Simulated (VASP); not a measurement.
Wanted: the native input for a VASP 6.6.1 run.

| Item | Value |
| --- | --- |
| Task | single point |
| Functional | PBE |
| Potentials or basis | VASP PAW PBE potentials, release 64 (W_sv, C, H) |
| Cutoff | 520 eV |
| k mesh | 3 × 3 × 1 |
| Occupations | gaussian, width 0.05 eV |
| Spin | no spin polarisation |
| Dipole correction | no |
| Further INCAR settings | LREAL = Auto; ALGO = Normal; EDIFF = 1e-07; NBANDS = 132 |

The structure of H3W12C13 lies in POSCAR:

```
H3W12C13
1.0
    5.8108000000      0.0000000000      0.0000000000
   -2.9054000000      5.0323000000      0.0000000000
    0.0000000000      0.0000000000     19.1003750000
W C H
12 13 3
Direct
    0.0000000000      0.0000000000      0.0523549930
   -0.0000182166      0.0005514377      0.2016995478
    0.0020119076      0.0048588121      0.3526776307
    0.0000000000      0.5000000000      0.0523549930
   -0.0003406372      0.4993786142      0.2016558837
    0.0005097807      0.4962446595      0.3525126077
    0.5000000000      0.0000000000      0.0523549930
    0.4988665732     -0.0007517437      0.2025485887
    0.5001493522      0.0013997576      0.3566054070
    0.5000000000      0.5000000000      0.0523549930
    0.5001871745      0.5000979671      0.2006537568
    0.5080236435      0.5044272003      0.3487211639
    0.3333333665      0.1666667329      0.1267030098
    0.3338542732      0.1655219283      0.2742200611
    0.3363659559      0.1920521432      0.4209385418
    0.3333333665      0.6666667329      0.1267030098
    0.3334543918      0.6681086183      0.2741545127
    0.3382367292      0.6443763289      0.4182860808
    0.8333333665      0.1666667329      0.1267030098
    0.8275053126      0.1634280548      0.2759287710
    0.8331856055      0.1679933629      0.4207505350
    0.8333333665      0.6666667329      0.1267030098
    0.8327263598      0.6666122846      0.2717830409
    0.8583572098      0.6804818870      0.4090261055
    0.4157795835      0.4330250581      0.4604675039
    0.8470444186      0.1705079188      0.4778389430
    0.5745821346      0.5214768595      0.4995473649
    0.2392312721      0.4798922958      0.4774391079
```

One way to write it, as run:

INCAR

```
ALGO = Normal
EDIFF = 1E-7
ENCUT = 520
GGA = PE
ISIF = 2
ISMEAR = 0
LASPH = True
LCHARG = False
LREAL = Auto
LWAVE = False
NBANDS = 132
NELM = 100
PREC = Accurate
SIGMA = 0.05
```

KPOINTS

```
k-points
0
Gamma
  3 3 1
```

Potentials or basis: VASP PAW PBE potentials, release 64 (W_sv, C, H).

Command:

```bash
$ cat potpaw_PBE.64/W_sv/POTCAR potpaw_PBE.64/C/POTCAR potpaw_PBE.64/H/POTCAR > POTCAR
$ mpirun -np 1 vasp_std > vasp.out
```

It gave:

| Quantity | Value |
| --- | --- |
| Largest force | 1.004 eV/Å |
| Band gap on the k mesh | zero (an odd number of electrons rules out a gap without spin polarisation) |

Caveat: the k points lie up to 0.42 Å⁻¹ apart, too coarse for converged energies and pressures of a metal; spin-orbit coupling is left out, which moves the levels of the heavy elements.

It took 32 min on 1 thread of AMD EPYC 9R14 (Zen 4) (shared host), peak memory 0.77 GiB.
